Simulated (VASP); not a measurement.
Wanted: the native input for a VASP 6.6.1 run.

- Task: single point
- Functional: PBE0
- Potentials or basis: VASP PAW PBE potentials, release 64 (Al, N)
- Cutoff: 520 eV
- k mesh: 8 × 8 × 8
- Occupations: gaussian, width 0.01 eV
- Spin: no spin polarisation
- Dipole correction: no
- Grid for exact exchange (PRECFOCK): Normal
- Further INCAR settings: ALGO = Normal; EDIFF = 1e-06; NBANDS = 11
- Share of exact exchange: 0.25

The system is AlN.

```xyz
2
Lattice="0.0000 2.1849 2.1849 2.1849 0.0000 2.1849 2.1849 2.1849 0.0000" Properties=species:S:1:pos:R:3 pbc="T T T"
Al    0.0000    0.0000    0.0000
N     3.2773    3.2773    3.2773
```

The input as run:

POSCAR

```
AlN
1.0
    0.0000000000      2.1848764834      2.1848764834
    2.1848764834      0.0000000000      2.1848764834
    2.1848764834      2.1848764834      0.0000000000
Al N
1 1
Direct
    0.0000000000      0.0000000000      0.0000000000
    0.7500000000      0.7500000000      0.7500000000
```

INCAR.step1

```
SYSTEM = AlN
  PREC = Accurate
  ENCUT = 520
  EDIFF = 1E-5
  ISMEAR = 0
  SIGMA = 0.01
  LREAL = .FALSE.
  LASPH = .TRUE.
  NELM = 120
  ALGO = Normal
  ISIF = 2
  LWAVE = .TRUE.
  LCHARG = .FALSE.
  GGA = PE
  NBANDS = 11
  GGA_COMPAT = .FALSE.
```

INCAR.step2

```
SYSTEM = AlN
  PREC = Accurate
  ENCUT = 520
  EDIFF = 1E-6
  ISMEAR = 0
  SIGMA = 0.01
  LREAL = .FALSE.
  LASPH = .TRUE.
  NELM = 120
  ALGO = Normal
  ISIF = 2
  LWAVE = .FALSE.
  LCHARG = .FALSE.
  GGA = PE
  LHFCALC = .TRUE.
  AEXX = 0.25
  PRECFOCK = Normal
  ISTART = 1
  NBANDS = 11
  GGA_COMPAT = .FALSE.
```

KPOINTS

```
regular mesh
0
G
  8 8 8
  0 0 0
```

Potentials or basis: VASP PAW PBE potentials, release 64 (Al, N).

The run is started by

```console
$ cat potpaw_PBE.64/Al/POTCAR potpaw_PBE.64/N/POTCAR > POTCAR
$ cp INCAR.step1 INCAR
$ mpirun -np 1 vasp_std > vasp.out
$ cp INCAR.step2 INCAR
$ mpirun -np 1 vasp_std > vasp.out
```

Results of the run:

```
Pressure               : -0.8 GPa
Band gap on the k mesh : 5.29 eV (least direct gap 6.27 eV)
```

Caveat: the PAW data sets were made with another functional, which shifts forces and pressure a little.

It took 17 min on 1 thread of AMD EPYC 7R13 Processor (Zen 3), on a shared host, peak memory 0.13 GiB.
